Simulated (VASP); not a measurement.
# AgCl (Fm-3m) in VASP: a series of runs, part 3 of 3

VASP 6.6.1. The steps go on from the part before.

## Step 4: Relaxation of cell and atoms, PBEsol, target pressure 2 GPa, at which the enthalpy is minimised

This run uses another cell than the first one, of 20.21 Å³/atom.

File INCAR:

```
SYSTEM = AgCl
PREC = Accurate ; ENCUT = 600
EDIFF = 1E-6 ; ISMEAR = 0
SIGMA = 0.01 ; LREAL = .False.
LASPH = .True. ; NELM = 80
ALGO = Normal ; ISIF = 3
LWAVE = .False. ; LCHARG = .False.
GGA = PS ; IBRION = 2
NSW = 100 ; EDIFFG = -0.002
PSTRESS = 20.0
```

File KPOINTS:

```
Automatic mesh
0
Gamma
  8 8 8
  0 0 0
```

File POSCAR:

```
AgCl
1.0
    0.0000000000      2.7237519381      2.7237519381
    2.7237519381      0.0000000000      2.7237519381
    2.7237519381      2.7237519381      0.0000000000
Ag Cl
1 1
Direct
    0.0000000000      0.0000000000      0.0000000000
    0.5000000000      0.5000000000      0.5000000000
```

Potentials or basis: VASP PAW PBE potentials, release 64 (Ag, Cl).

On the command line:

```bash
cat potpaw_PBE.64/Ag/POTCAR potpaw_PBE.64/Cl/POTCAR > POTCAR
mpirun -np 1 vasp_std > vasp.out
```

OUTCAR:

```text
SYSTEM = AgCl
   PREC = Accurate
   ENCUT = 600
   EDIFF = 1E-6
   ISMEAR = 0
   LREAL = .False.
   LASPH = .True.
   NELM = 80
   ISIF = 3
   GGA = PS
   IBRION = 2
   NSW = 100
   EDIFFG = -0.002
   PSTRESS = 20.0

 ion  position               nearest neighbor table
   1  0.000  0.000  0.000-   2 2.72   2 2.72   2 2.72   2 2.72   2 2.72   2 2.72
   2  0.500  0.500  0.500-   1 2.72   1 2.72   1 2.72   1 2.72   1 2.72   1 2.72

  LATTYP: Found a face centered cubic cell.
 ALAT       =     5.4475038762

  Lattice vectors:

 A1 = (   0.0000000000,   2.7237519381,   2.7237519381)
 A2 = (   2.7237519381,   0.0000000000,   2.7237519381)
 A3 = (   2.7237519381,   2.7237519381,   0.0000000000)

Analysis of symmetry for initial positions (statically):
=====================================================================
[... 384 lines left out ...]
      1     -10.8900      2.00000
      2       2.0062      2.00000
      3       2.0062      2.00000
      4       2.0062      2.00000
      5       2.0521      2.00000
      6       2.0521      2.00000
      7       2.1704      2.00000
      8       2.1704      2.00000
      9       2.1704      2.00000
     10       5.6004      0.00000
     11      15.5866      0.00000
     12      15.5866      0.00000
     13      15.5866      0.00000
[... 354 lines left out ...]
  band No.  band energies     occupation
      1     -10.2780      2.00000
      2      -0.7438      2.00000
      3       0.1230      2.00000
      4       0.1982      2.00000
      5       2.3916      2.00000
      6       2.4731      2.00000
      7       2.7629      2.00000
      8       3.7220      2.00000
      9       4.2771      2.00000
     10       9.8789      0.00000
     11      10.2540      0.00000
     12      12.8867      0.00000
     13      13.2592      0.00000

 [... further k-points ...]

------------------------ aborting loop because EDIFF is reached ----------------------------------------

  FORCE on cell =-STRESS in cart. coord.  units (eV):
  Direction    XX          YY          ZZ          XY          YZ          ZX
  --------------------------------------------------------------------------------------
  -------------------------------------------------------------------------------------
  Total        0.4875699      0.4875699      0.4875699      0.0000000      0.0000000      0.0000000
  in kB       19.9860734     19.9860734     19.9860734      0.0000000      0.0000000      0.0000000
  external PRESSURE =      -0.0139266 kB  Pullay stress =      20.0000000 kB
[... 21 lines left out ...]
  energy  without entropy=       -6.0536430300  energy(sigma->0) =       -6.05364303

  enthalpy is  TOTEN    =        -5.5657333450 eV   P V=        0.4879096851

 reached required accuracy - stopping structural energy minimisation
```

CONTCAR:

```text
AgCl
   1.00000000000000
     0.0000000000000000    2.6935808142902964    2.6935808142902964
     2.6935808142902964   -0.0000000000000000    2.6935808142902964
     2.6935808142902964    2.6935808142902964    0.0000000000000000
  Ag              Cl
     1     1
Direct
     0.0000000000000000    0.0000000000000000    0.0000000000000000
     0.5000000000000000    0.5000000000000000    0.5000000000000000

  0.00000000E+00  0.00000000E+00  0.00000000E+00
  0.00000000E+00  0.00000000E+00  0.00000000E+00
```

Run time: 88 s. Hardware: 1 thread of Intel Xeon 8259CL, shared host; peak memory 0.2 GiB.

Results:

- Free energy: -6.0536 eV
- Relaxed volume: 19.54 Å³/atom
- Relaxed cell: a = 3.809 Å, b = 3.809 Å, c = 3.809 Å, α = 60.00°, β = 60.00°, γ = 60.00°
- Space group after relaxing (to 0.1 Å): Fm-3m (No. 225)
- Energy change on relaxing (the run minimises the enthalpy): +3.9 meV/atom
- Ionic steps: 14
- Pressure after relaxing: 2.0 GPa
- Band gap on the k mesh: 0.72 eV (least direct gap 3.35 eV)

The path:
| step | energy change (eV) | largest force (eV/Å) | pressure (GPa) | volume (Å³) |
| --- | --- | --- | --- | --- |
| 1 | 0.0000 | 0.0000 | -0.07 | 40.41 |
| 2 | 0.0101 | 0.0000 | 2.32 | 38.91 |
| 3 | 0.0077 | 0.0000 | 2.02 | 39.09 |
| 4 | 0.0074 | 0.0000 | 1.94 | 39.12 |
| 5 | 0.0074 | 0.0000 | 1.95 | 39.11 |
| 6 | 0.0074 | 0.0000 | 1.96 | 39.11 |
| 7 | 0.0074 | 0.0000 | 1.96 | 39.11 |
| 8 | 0.0074 | 0.0000 | 1.96 | 39.11 |
| 9 | 0.0074 | 0.0000 | 1.96 | 39.11 |
| 10 | 0.0074 | 0.0000 | 1.95 | 39.11 |
| 11 | 0.0074 | 0.0000 | 1.95 | 39.11 |
| 12 | 0.0075 | 0.0000 | 1.97 | 39.11 |
| 13 | 0.0076 | 0.0000 | 1.98 | 39.10 |
| 14 | 0.0077 | 0.0000 | 2.00 | 39.09 |

Final structure:
```cif
data_structure
_symmetry_space_group_name_H-M 'P 1'
_symmetry_Int_Tables_number 1
_cell_length_a 3.8093
_cell_length_b 3.8093
_cell_length_c 3.8093
_cell_angle_alpha 60.000
_cell_angle_beta 60.000
_cell_angle_gamma 60.000
_cell_volume 39.09
loop_
_atom_site_label
_atom_site_type_symbol
_atom_site_fract_x
_atom_site_fract_y
_atom_site_fract_z
_atom_site_occupancy
Ag1 Ag 0.00000 0.00000 0.00000 1
Cl1 Cl 0.50000 0.50000 0.50000 1
```

Caveat: the cell is relaxed towards a set pressure, so the run minimises the enthalpy, not the energy; semilocal functionals underestimate gaps, and a narrow one can read as zero; the PAW data sets were made with another functional, which shifts forces and pressure a little.

## Step 5: Relaxation of cell and atoms, PBEsol, target pressure 4 GPa, at which the enthalpy is minimised

This run uses another cell than the first one, of 20.21 Å³/atom.

File INCAR:

```
PREC = Accurate
ENCUT = 600
EDIFF = 1E-6
ISMEAR = 0
SIGMA = 0.01
LREAL = False
LASPH = True
NELM = 100
ALGO = Normal
ISIF = 3
LWAVE = False
LCHARG = False
GGA = PS
IBRION = 2
NSW = 100
EDIFFG = -0.002
PSTRESS = 40.0
```

File KPOINTS:

```
regular mesh
0
Gamma
  8 8 8
```

POSCAR is that of step 4.

Potentials or basis: VASP PAW PBE potentials, release 64 (Ag, Cl).

On the command line:

```bash
cat potpaw_PBE.64/Ag/POTCAR potpaw_PBE.64/Cl/POTCAR > POTCAR
mpirun -np 1 vasp_std > vasp.out
```

OUTCAR:

```text
PREC = Accurate
   ENCUT = 600
   EDIFF = 1E-6
   ISMEAR = 0
   LREAL = False
   LASPH = True
   NELM = 100
   ISIF = 3
   GGA = PS
   IBRION = 2
   NSW = 100
   EDIFFG = -0.002
   PSTRESS = 40.0

 ion  position               nearest neighbor table
   1  0.000  0.000  0.000-   2 2.72   2 2.72   2 2.72   2 2.72   2 2.72   2 2.72
   2  0.500  0.500  0.500-   1 2.72   1 2.72   1 2.72   1 2.72   1 2.72   1 2.72

  LATTYP: Found a face centered cubic cell.
 ALAT       =     5.4475038762

  Lattice vectors:

 A1 = (   0.0000000000,   2.7237519381,   2.7237519381)
 A2 = (   2.7237519381,   0.0000000000,   2.7237519381)
 A3 = (   2.7237519381,   2.7237519381,   0.0000000000)

Analysis of symmetry for initial positions (statically):
=====================================================================
[... 268 lines left out ...]
      1     -10.7101      2.00000
      2       2.2575      2.00000
      3       2.2575      2.00000
      4       2.2575      2.00000
      5       2.3058      2.00000
      6       2.3058      2.00000
      7       2.4398      2.00000
      8       2.4398      2.00000
      9       2.4398      2.00000
     10       5.9996      0.00000
     11      15.9664      0.00000
     12      15.9664      0.00000
     13      15.9664      0.00000
[... 354 lines left out ...]
  band No.  band energies     occupation
      1     -10.0506      2.00000
      2      -0.5944      2.00000
      3       0.3047      2.00000
      4       0.3870      2.00000
      5       2.6707      2.00000
      6       2.7560      2.00000
      7       3.0604      2.00000
      8       4.0639      2.00000
      9       4.6326      2.00000
     10      10.3106      0.00000
     11      10.6031      0.00000
     12      13.3023      0.00000
     13      13.6435      0.00000

 [... further k-points ...]

------------------------ aborting loop because EDIFF is reached ----------------------------------------

  FORCE on cell =-STRESS in cart. coord.  units (eV):
  Direction    XX          YY          ZZ          XY          YZ          ZX
  --------------------------------------------------------------------------------------
  -------------------------------------------------------------------------------------
  Total        0.9504697      0.9504697      0.9504697      0.0000000      0.0000000     -0.0000000
  in kB       40.0540123     40.0540123     40.0540123      0.0000000      0.0000000     -0.0000000
  external PRESSURE =       0.0540123 kB  Pullay stress =      40.0000000 kB
[... 21 lines left out ...]
  energy  without entropy=       -6.0338157428  energy(sigma->0) =       -6.03381574

  enthalpy is  TOTEN    =        -5.0846277355 eV   P V=        0.9491880073

 reached required accuracy - stopping structural energy minimisation
```

Wall time 40 s (1 thread of Intel Xeon 8259CL, shared host); peak memory 0.19 GiB.

What came out:

| Property | Result |
| --- | --- |
| Free energy | -6.0338 eV |
| Relaxed volume | 19.01 Å³/atom |
| Relaxed cell | a = 3.774 Å, b = 3.774 Å, c = 3.774 Å, α = 60.00°, β = 60.00°, γ = 60.00° |
| Space group after relaxing (to 0.1 Å) | Fm-3m (No. 225) |
| Energy change on relaxing (the run minimises the enthalpy) | +13.8 meV/atom |
| Ionic steps | 3 |
| Pressure after relaxing | 4.0 GPa |
| Band gap on the k mesh | 0.73 eV (least direct gap 3.47 eV) |

The path:
```tsv
step	energy change (eV)	largest force (eV/Å)	pressure (GPa)	volume (Å³)
1	0.0000	0.0000	-0.07	40.41
2	0.0426	0.0000	5.14	37.49
3	0.0275	0.0000	4.01	38.02
```

Final structure:
```
Ag Cl
1.0
     0.00000    2.66885    2.66885
     2.66885    0.00000    2.66885
     2.66885    2.66885    0.00000
Ag Cl
1 1
Cartesian
  0.0000 0.0000 0.0000
  2.6689 2.6689 2.6689
```

Levels at points of the mesh, in eV from the valence-band top:
| k point | band 7 | band 8 | band 9 | band 10 | band 11 | band 12 |
| --- | --- | --- | --- | --- | --- | --- |
| (0.00, 0.00, 0.00) | -2.83 | -2.83 | -2.83 | 0.73 | 10.70 | 10.70 |
| (0.50, 0.00, 0.00) | -2.13 | 0.00 | 0.00 | 3.69 | 7.11 | 7.28 |
| (0.50, 0.50, 0.00) | -2.35 | -2.35 | -2.17 | 2.02 | 7.69 | 8.85 |

Caveat: the cell is relaxed towards a set pressure, so the run minimises the enthalpy, not the energy; semilocal functionals underestimate gaps, and a narrow one can read as zero; the PAW data sets were made with another functional, which shifts forces and pressure a little. A k mesh can miss the band edges.

## Step 6: Relaxation of cell and atoms, PBEsol, target pressure 7 GPa, at which the enthalpy is minimised

This run uses another cell than the first one, of 20.21 Å³/atom.

File INCAR:

```
SYSTEM = AgCl
ALGO = Normal
EDIFF = 1E-6
EDIFFG = -0.002
ENCUT = 600
GGA = PS
IBRION = 2
ISIF = 3
ISMEAR = 0
LASPH = .TRUE.
LCHARG = .FALSE.
LREAL = .FALSE.
LWAVE = .FALSE.
NELM = 60
NSW = 100
PREC = Accurate
PSTRESS = 70.0
SIGMA = 0.01
```

File KPOINTS:

```
k-points
0
G
  8 8 8
  0 0 0
```

POSCAR is that of step 5.

Potentials or basis: VASP PAW PBE potentials, release 64 (Ag, Cl).

On the command line:

```bash
cat potpaw_PBE.64/Ag/POTCAR potpaw_PBE.64/Cl/POTCAR > POTCAR
mpirun -np 1 vasp_std > vasp.out
```

It took 42 s on 1 thread of Intel Xeon 8259CL, shared host; peak memory 0.19 GiB.

Results (log left out):

| Property | Result |
| --- | --- |
| Free energy | -5.9887 eV |
| Relaxed volume | 18.35 Å³/atom |
| Relaxed cell | a = 3.730 Å, b = 3.730 Å, c = 3.730 Å, α = 60.00°, β = 60.00°, γ = 60.00° |
| Space group after relaxing (to 0.1 Å) | Fm-3m (No. 225) |
| Energy change on relaxing (the run minimises the enthalpy) | +36.3 meV/atom |
| Ionic steps | 3 |
| Pressure after relaxing | 7.0 GPa |
| Band gap on the k mesh | 0.75 eV (least direct gap 3.57 eV) |

Step by step:
| step | energy change (eV) | largest force (eV/Å) | pressure (GPa) | volume (Å³) |
| --- | --- | --- | --- | --- |
| 1 | 0.0000 | 0.0000 | -0.07 | 40.41 |
| 2 | 0.1417 | 0.0000 | 10.54 | 35.42 |
| 3 | 0.0726 | 0.0000 | 7.02 | 36.70 |

Final structure:
```yaml
crystal:
  lattice:
    - [0.00000, 2.63750, 2.63750]
    - [2.63750, 0.00000, 2.63750]
    - [2.63750, 2.63750, 0.00000]
  atoms:
    - { symbol: Ag, position: [0.00000, 0.00000, 0.00000] }
    - { symbol: Cl, position: [0.50000, 0.50000, 0.50000] }
```

Levels at points of the mesh, in eV from the valence-band top:
```
           k point  band 5  band 6  band 7  band 8  band 9  band 10  band 11  band 12  band 13
(0.00, 0.00, 0.00)   -3.15   -3.15   -2.99   -2.99   -2.99     0.75    10.68    10.68    10.68
(0.50, 0.00, 0.00)   -2.66   -2.66   -2.25    0.00    0.00     3.57     7.19     7.19     7.33
(0.50, 0.50, 0.00)   -3.70   -2.88   -2.49   -2.49   -2.27     1.95     7.64     8.98    12.16
```

Caveat: the cell is relaxed towards a set pressure, so the run minimises the enthalpy, not the energy; semilocal functionals underestimate gaps, and a narrow one can read as zero; the PAW data sets were made with another functional, which shifts forces and pressure a little. A k mesh can miss the band edges.

## Step 7: The runs side by side

```csv
task,cell,cutoff (eV),gap on the mesh (eV),pressure (GPa)
single point,"a = 3.811 Å, angles 60.0°, 2 atoms",520,0.72,1.9
relaxation of cell and atoms,"relaxed to 1 GPa from a = 3.852 Å, angles 60.0°, 2 atoms",600,0.72,1.0
relaxation of cell and atoms,"relaxed to 2 GPa from a = 3.852 Å, angles 60.0°, 2 atoms",600,0.72,2.0
relaxation of cell and atoms,"relaxed to 4 GPa from a = 3.852 Å, angles 60.0°, 2 atoms",600,0.73,4.0
relaxation of cell and atoms,"relaxed to 7 GPa from a = 3.852 Å, angles 60.0°, 2 atoms",600,0.75,7.0
```

Alike in all rows: level PBEsol; potentials or basis VASP PAW PBE potentials, release 64 (Ag, Cl); no spin polarisation; k mesh 8 × 8 × 8; smearing gaussian 0.01 eV.

Caveats: semilocal functionals underestimate gaps, and a narrow one can read as zero; the PAW data sets were made with another functional, which shifts forces and pressure a little; the cell is relaxed towards a set pressure, so the run minimises the enthalpy, not the energy (at least some runs).

Total energies depend on the potentials used, so only differences within one code and one set of settings carry meaning.
